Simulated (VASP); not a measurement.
# In3As3H2 in VASP: single point with PBE+D3(BJ)

Aim: the single point of In3As3H2 with PBE+D3(BJ).

All numbers are computed with VASP 6.6.1; they aren't measurements. Logs are shortened: lines on timing, memory, paths and dates and some standing lists are left out, and cuts for length are marked.

## 1. The cell of the first run

The cell holds a slab with vacuum, 32 atoms: a = 8.644 Å, b = 12.224 Å, c = 21.751 Å, α = 90.00°, β = 90.00°, γ = 90.00°.

## 2. Single point, PBE+D3(BJ)

INCAR

```
SYSTEM = In3As3H2
ALGO = Normal ; DIPOL = 0.5 0.5 0.492
EDIFF = 1E-7 ; ENCUT = 520
GGA = PE ; IDIPOL = 3
ISIF = 2 ; ISMEAR = 0
IVDW = 12 ; LASPH = .TRUE.
LCHARG = .FALSE. ; LDIPOL = .TRUE.
LREAL = Auto ; LWAVE = .FALSE.
NBANDS = 134 ; NCORE = 2
NELM = 80 ; PREC = Accurate
SIGMA = 0.1
```

KPOINTS

```
k-points
0
G
  2 2 1
  0 0 0
```

POSCAR

```
In3As3H2
1.0
    8.6438581889      0.0000000000      0.0000000000
    0.0000000000     12.2242614820      0.0000000000
    0.0000000000      0.0000000000     21.7507981111
In As H
12 12 8
Direct
    0.2500000000      0.7500000000      0.4334953121
    0.2500000000      0.2500000000      0.4334953121
    0.7500000000      0.7500000000      0.4334953121
    0.7500000000      0.2500000000      0.4334953121
    0.5000000000      0.4956148293      0.5335314992
    0.5000000000     -0.0043851707      0.5335314992
    0.0000000000      0.4956148293      0.5335314992
    0.0000000000     -0.0043851707      0.5335314992
    0.7500000000      0.2045761693      0.6110081558
    0.7500000000      0.7045761693      0.6110081558
    0.2500000000      0.2045761693      0.6110081558
    0.2500000000      0.7045761693      0.6110081558
    0.5000000000      0.1250000000      0.4334953121
    0.5000000000      0.6250000000      0.4334953121
    0.0000000000      0.1250000000      0.4334953121
    0.0000000000      0.6250000000      0.4334953121
    0.7500000000      0.8688637346      0.5343907268
    0.7500000000      0.3688637346      0.5343907268
    0.2500000000      0.8688637346      0.5343907268
    0.2500000000      0.3688637346      0.5343907268
    0.0000000000      0.5963797986      0.6427756213
    0.0000000000      0.0963797986      0.6427756213
    0.5000000000      0.5963797986      0.6427756213
    0.5000000000      0.0963797986      0.6427756213
    0.2500000000      0.8349980365      0.3688692008
    0.2500000000      0.3349980365      0.3688692008
    0.7500000000      0.8349980365      0.3688692008
    0.7500000000      0.3349980365      0.3688692008
    0.5000000000      0.0521363373      0.3769494301
    0.5000000000      0.5521363373      0.3769494301
    0.0000000000      0.0521363373      0.3769494301
    0.0000000000      0.5521363373      0.3769494301
```

Potentials or basis: VASP PAW PBE potentials, release 64 (In_d, As, H).

Run with:

```console
cat potpaw_PBE.64/In_d/POTCAR potpaw_PBE.64/As/POTCAR potpaw_PBE.64/H/POTCAR > POTCAR
mpirun -np 4 vasp_std > vasp.out
```

OUTCAR:

```text
SYSTEM = In3As3H2
   EDIFF = 1E-7
   ENCUT = 520
   GGA = PE
   ISIF = 2
   ISMEAR = 0
   IVDW = 12
   LASPH = .TRUE.
   LREAL = Auto
   NELM = 80
   PREC = Accurate
 IVDW          = 12

 ion  position               nearest neighbor table
   1  0.250  0.750  0.433-  25 1.75  19 2.63  14 2.65  16 2.65  12 3.90
   2  0.250  0.250  0.433-  26 1.75  20 2.63  13 2.65  15 2.65  11 3.90
   3  0.750  0.750  0.433-  27 1.75  17 2.63  14 2.65  16 2.65  10 3.90
   4  0.750  0.250  0.433-  28 1.75  18 2.63  13 2.65  15 2.65   9 3.90
   5  0.500  0.496  0.534-  18 2.66  20 2.66  23 2.68  14 2.69  10 3.75  12 3.75
   6  0.500  0.996  0.534-  17 2.66  19 2.66  24 2.68  13 2.69   9 3.75  11 3.75
   7  0.000  0.496  0.534-  18 2.66  20 2.66  21 2.68  16 2.69  10 3.75  12 3.75
   8  0.000  0.996  0.534-  17 2.66  19 2.66  22 2.68  15 2.69   9 3.75  11 3.75
   9  0.750  0.205  0.611-  18 2.61  22 2.63  24 2.63   8 3.75   6 3.75   4 3.90
  10  0.750  0.705  0.611-  17 2.61  21 2.63  23 2.63   7 3.75   5 3.75   3 3.90
  11  0.250  0.205  0.611-  20 2.61  22 2.63  24 2.63   8 3.75   6 3.75   2 3.90
  12  0.250  0.705  0.611-  19 2.61  21 2.63  23 2.63   7 3.75   5 3.75   1 3.90
  13  0.500  0.125  0.433-  29 1.52   4 2.65   2 2.65   6 2.69
  14  0.500  0.625  0.433-  30 1.52   3 2.65   1 2.65   5 2.69
  15  0.000  0.125  0.433-  31 1.52   4 2.65   2 2.65   8 2.69
  16  0.000  0.625  0.433-  32 1.52   3 2.65   1 2.65   7 2.69
  17  0.750  0.869  0.534-  10 2.61   3 2.63   8 2.66   6 2.66
[... 23 lines left out ...]
 A1 = (   8.6438581889,   0.0000000000,   0.0000000000)
 A2 = (   0.0000000000,  12.2242614820,   0.0000000000)
 A3 = (   0.0000000000,   0.0000000000,  21.7507981111)

Analysis of symmetry for initial positions (statically):
=====================================================================
 Subroutine PRICEL returns following result:

  LATTYP: Found a simple orthorhombic cell.
 ALAT       =     4.3219290944
 B/A-ratio  =     1.4142135624
 C/A-ratio  =     5.0326596378

  Lattice vectors:

 A1 = (   4.3219290944,   0.0000000000,   0.0000000000)
 A2 = (   0.0000000000,   6.1121307410,   0.0000000000)
 A3 = (   0.0000000000,   0.0000000000,  21.7507981111)

   4 primitive cells build up your supercell.

 Routine SETGRP: Setting up the symmetry group for a
 simple orthorhombic supercell.

 Subroutine GETGRP returns: Found  2 space group operations
 (whereof  2 operations were pure point group operations)
 out of a pool of  8 trial point group operations.

The static configuration has the point symmetry C_1h.

Analysis of symmetry for dynamics (positions and initial velocities):
=====================================================================
 Subroutine PRICEL returns following result:

  LATTYP: Found a simple orthorhombic cell.
 ALAT       =     4.3219290944
 B/A-ratio  =     1.4142135624
 C/A-ratio  =     5.0326596378

  Lattice vectors:

 A1 = (   4.3219290944,   0.0000000000,   0.0000000000)
 A2 = (   0.0000000000,   6.1121307410,   0.0000000000)
 A3 = (   0.0000000000,   0.0000000000,  21.7507981111)

   4 primitive cells build up your supercell.

 Routine SETGRP: Setting up the symmetry group for a
 simple orthorhombic supercell.

 Subroutine GETGRP returns: Found  2 space group operations
 (whereof  2 operations were pure point group operations)
 out of a pool of  8 trial point group operations.

The dynamic configuration has the point symmetry C_1h.

 Subroutine INISYM returns: Found  2 space group operations
 (whereof  2 operations are pure point group operations),
 and found     4 'primitive' translations

----------------------------------------------------------------------------------------

                                     Primitive cell

  volume of cell :     574.5733

  direct lattice vectors                    reciprocal lattice vectors
     4.321929094  0.000000000  0.000000000     0.231378160  0.000000000  0.000000000
     0.000000000  6.112130741  0.000000000     0.000000000  0.163609066  0.000000000
     0.000000000  0.000000000 21.750798111     0.000000000  0.000000000  0.045975324

  length of vectors
     4.321929094  6.112130741 21.750798111     0.231378160  0.163609066  0.045975324

  position of ions in fractional coordinates (direct lattice)
     0.500000000  0.500000000  0.433495312
     0.000000000  0.991229659  0.533531499
     0.500000000  0.409152339  0.611008156
     0.000000000  0.250000000  0.433495312
     0.500000000  0.737727469  0.534390727
     0.000000000  0.192759597  0.642775621
     0.500000000  0.669996073  0.368869201
     0.000000000  0.104272675  0.376949430

  ion indices of the primitive-cell ions
   primitive index   ion index
                 1           1
                 2           6
                 3          12
                 4          14
                 5          19
                 6          21
                 7          25
                 8          30

----------------------------------------------------------------------------------------

 KPOINTS: k-points

Automatic generation of k-mesh.
 Grid dimensions read from file:
 generate k-points for:    2    2    1

 Generating k-lattice:

  Cartesian coordinates                     Fractional coordinates (reciprocal lattice)
     0.057844540  0.000000000  0.000000000     0.500000000  0.000000000  0.000000000
     0.000000000  0.040902266  0.000000000     0.000000000  0.500000000  0.000000000
     0.000000000  0.000000000  0.045975324     0.000000000  0.000000000  1.000000000

  Length of vectors
     0.057844540  0.040902266  0.045975324

  Shift w.r.t. Gamma in fractional coordinates (k-lattice)
     0.000000000  0.000000000  0.000000000

 Subroutine IBZKPT returns following result:
 ===========================================

 Found      4 irreducible k-points:

 Following reciprocal coordinates:
            Coordinates               Weight
  0.000000  0.000000  0.000000      1.000000
  0.500000  0.000000  0.000000      1.000000
  0.000000  0.500000  0.000000      1.000000
  0.500000  0.500000  0.000000      1.000000
   k-points           NKPTS =      4   k-points in BZ     NKDIM =      4   number of bands    NBANDS=    134
   number of dos      NEDOS =    301   number of ions     NIONS =     32
   total plane-waves  NPLWV = 995328
   dimension x,y,z NGX =    64 NGY =   96 NGZ =  162
   dimension x,y,z NGXF=   128 NGYF=  192 NGZF=  324
   ions per type =              12  12   8
   NGX,Y,Z   is equivalent  to a cutoff of  12.31, 13.06, 12.38 a.u.
   NGXF,Y,Z  is equivalent  to a cutoff of  24.62, 26.11, 24.76 a.u.
 SYSTEM =  In3As3H2
   PREC   = accura    normal or accurate (medium, high low for compatibility)
   ISTART =      0    job   : 0-new  1-cont  2-samecut
   ICHARG =      2    charge: 1-file 2-atom 10-const
   ISPIN  =      1    spin polarized calculation?
   LNONCOLLINEAR =      F non collinear calculations
   LSORBIT =      F    spin-orbit coupling
   LASPH  =      T    aspherical Exc in radial PAW
   ENCUT  =  520.0 eV  38.22 Ry    6.18 a.u.  16.07 22.73 40.44*2*pi/ulx,y,z
   NELM   =     80;   NELMIN=  2; NELMDL= -5     # of ELM steps
   EDIFF  = 0.1E-06   stopping-criterion for ELM
   LREAL  =      T    real-space projection
   EDIFFG = 0.1E-05   stopping-criterion for IOM
   NSW    =      0    number of steps for IOM
   IBRION =     -1    ionic relax: 0-MD 1-quasi-New 2-CG
   NFREE  =      0    steps in history (QN), initial steepest desc. (CG)
   ISIF   =      2    stress and relaxation
   ISYM   =      2    0-nonsym 1-usesym 2-fastsym
   POTIM  = 0.5000    time-step for ionic-motion
   TEBEG  =    0.0;   TEEND  =   0.0 temperature during run
   PSTRESS=    0.0 pullay stress
   NELECT =     224.0000    total number of electrons
   NUPDOWN=      -1.0000    fix difference up-down
   EMIN   =  10.00;   EMAX   =-10.00  energy-range for DOS
   EFERMI =   0.00;   METHOD = LEGACY
   ISMEAR =     0;   SIGMA  =   0.10  broadening in eV -4-tet -1-fermi 0-gaus
   EFERMI_NEDOS =   21; number of points for ismear=-14 and -15
   IALGO  =     38    algorithm
   IMIX   =      4    mixing-type and parameters
     AMIX     =   0.40;   BMIX     =  1.00
     AMIX_MAG =   1.60;   BMIX_MAG =  1.00
  volume/ion in A,a.u.               =      71.82       484.68
  Fermi-wavevector in a.u.,A,eV,Ry     =   0.753394  1.423709  7.722708  0.567603
  Thomas-Fermi vector in A             =   1.850824
   LORBIT       =      0    0 simple, 1 ext, 2 COOP (PROOUT), +10 PAW based schemes
   GGA     = PE    functional components
   LHFCALC =     F    Hartree Fock is set to
   AEXX    =    0.0000 exact exchange contribution
   IVDW    =    12    specifies the selected vdW correction
   LEPSILON=     F    determine dielectric tensor
   LRPA    =     F    only Hartree local field effects (RPA)
 non-spin polarized calculation
 Gauss-broadening in eV      SIGMA  =   0.10
  energy-cutoff  :      520.00
  volume of cell :     2298.29
 maximum number of plane-waves:     62008
   NGX = 33   NGY = 45   NGZ = 81

 number of electron     223.9999982 magnetization

 dipolmoment           0.000000      0.000000     -0.129728 electrons x Angstroem

 Free energy of the ion-electron system (eV)
  ---------------------------------------------------
  ext. energy  EPLUGINS =         0.00000000
  ---------------------------------------------------
  free energy    TOTEN  =      -112.66404513 eV

  energy without entropy =     -112.66404513  energy(sigma->0) =     -112.66404513

 E-fermi :  -1.7969     XC(G=0):  -3.4191

 val. band max:       -2.2540505908   @ k =   0.0000   0.0000   0.0000
 cond. band min:      -1.0500387328   @ k =   0.0000   0.0000   0.0000
 fundamental gap:      1.2040118580
 Fermi energy:        -1.7969182726

 k-point     1 :       0.0000    0.0000    0.0000
  band No.  band energies     occupation
      1     -16.6643      2.00000
      2     -16.6488      2.00000
      3     -16.6478      2.00000
      4     -16.6275      2.00000
      5     -16.5697      2.00000
      6     -16.5637      2.00000
[... 497 lines left out ...]
    123       0.6890      0.00000
    124       0.6890      0.00000
 [bands above 124 left out]

------------------------ aborting loop because EDIFF is reached ----------------------------------------

 vacuum level on the upper side and lower side of the slab       (xc-potential included)        -0.125         0.094

 Edisp (eV)   -5.15285

 E8    (eV) :    -2.4270

  FORCE on cell =-STRESS in cart. coord.  units (eV):
  Direction    XX          YY          ZZ          XY          YZ          ZX
  --------------------------------------------------------------------------------------
  -------------------------------------------------------------------------------------
  Total       1.46184    -1.53436     0.52015     0.00000     0.16888     0.00000
  in kB       1.01907    -1.06963     0.36261     0.00000     0.11773     0.00000
  external pressure =        0.10 kB  Pullay stress =        0.00 kB

 VOLUME and BASIS-vectors are now :
 -----------------------------------------------------------------------------
  energy-cutoff  :      520.00
  volume of cell :     2298.29
      direct lattice vectors                 reciprocal lattice vectors
     8.643858189  0.000000000  0.000000000     0.115689080  0.000000000  0.000000000
     0.000000000 12.224261482  0.000000000     0.000000000  0.081804533  0.000000000
     0.000000000  0.000000000 21.750798111     0.000000000  0.000000000  0.045975324

 POSITION                                       TOTAL-FORCE (eV/Angst)
 -----------------------------------------------------------------------------------
      2.16096      9.16820      9.42887        -0.000000      0.222712     -0.567541
      2.16096      3.05607      9.42887         0.000000      0.222712     -0.567541
      6.48289      9.16820      9.42887        -0.000000      0.222712     -0.567541
      6.48289      3.05607      9.42887        -0.000000      0.222712     -0.567541
      4.32193      6.05853     11.60474        -0.000000     -0.005632     -0.032423
      4.32193     12.17066     11.60474        -0.000000     -0.005632     -0.032423
[... 24 lines left out ...]
      0.00000      0.63733      8.19895        -0.000000     -0.044044     -0.078620
      0.00000      6.74946      8.19895        -0.000000     -0.044044     -0.078620
 -----------------------------------------------------------------------------------
    total drift:                                0.000000      0.091677      0.045086

  FREE ENERGIE OF THE ION-ELECTRON SYSTEM (eV)
  ---------------------------------------------------
  free  energy   TOTEN  =      -117.8168944587 eV

  energy  without entropy=     -117.8168944587  energy(sigma->0) =     -117.81689446

 vacuum level on the upper side and lower side of the slab         2.619         2.845
```

Run time: 26 min. Hardware: 4 MPI ranks of AMD EPYC 7R13 (Zen 3), shared host; peak memory 0.7 GiB.

Results:

* Free energy: -117.8169 eV
* Largest force: 0.668 eV/Å
* Band gap on the k mesh: 1.20 eV
* Dispersion energy per atom: -0.161 eV

Forces in eV/Å, atoms in the order of the input:
```
In   0.000  0.223 -0.568
In   0.000  0.223 -0.568
In   0.000  0.223 -0.568
In   0.000  0.223 -0.568
In   0.000 -0.006 -0.032
In   0.000 -0.006 -0.032
In   0.000 -0.006 -0.032
In   0.000 -0.006 -0.032
In   0.000  0.019 -0.007
In   0.000  0.019 -0.007
In   0.000  0.019 -0.007
In   0.000  0.019 -0.007
As   0.000 -0.195  0.639
As   0.000 -0.195  0.639
As   0.000 -0.195  0.639
As   0.000 -0.195  0.639
As   0.000  0.016  0.013
As   0.000  0.016  0.013
As   0.000  0.016  0.013
As   0.000  0.016  0.013
As   0.000 -0.009  0.031
As   0.000 -0.009  0.031
As   0.000 -0.009  0.031
As   0.000 -0.009  0.031
H    0.000 -0.004  0.002
H    0.000 -0.004  0.002
H    0.000 -0.004  0.002
H    0.000 -0.004  0.002
H    0.000 -0.044 -0.079
H    0.000 -0.044 -0.079
H    0.000 -0.044 -0.079
H    0.000 -0.044 -0.079
```

Caveat: spin-orbit coupling is left out, which moves the levels of the heavy elements.
